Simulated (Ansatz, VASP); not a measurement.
Two plane-wave programs on BN

```
CELL_PARAMETERS angstrom
0.00000 1.81203 1.81203
1.81203 0.00000 1.81203
1.81203 1.81203 0.00000
ATOMIC_POSITIONS crystal
B 0.00000 0.00000 0.00000
N 0.25000 0.25000 0.25000
```

Alike in both runs: functional PBE; k mesh 12 × 12 × 12; occupations gaussian, width 0.02 eV; no spin polarisation.

Ansatz relaxed the structure, and its values are those at the end. VASP's run is a single point on that final structure, the one shown.

|  | VASP | Ansatz |
| --- | --- | --- |
| version | VASP 6.6.1 | Ansatz 0.2.0 |
| potentials or method | VASP PAW PBE potentials, release 64 (B, N), cutoff 600 eV | scalar-relativistic, plane waves, PAW |
| valence electrons in the cell | 8 | 8 |

VASP gave:

* gap on the k mesh at the Fermi level (eV): 4.45
* least direct gap on the mesh (eV): 8.78
* pressure (GPa): 0.2

Question: Which values does Ansatz return?

Answer: gap on the k mesh at the Fermi level (eV): 4.46; least direct gap on the mesh (eV): 8.79; pressure (GPa): 0.0.

The functional is the same, so the differences come from potentials, cutoffs and numerics.
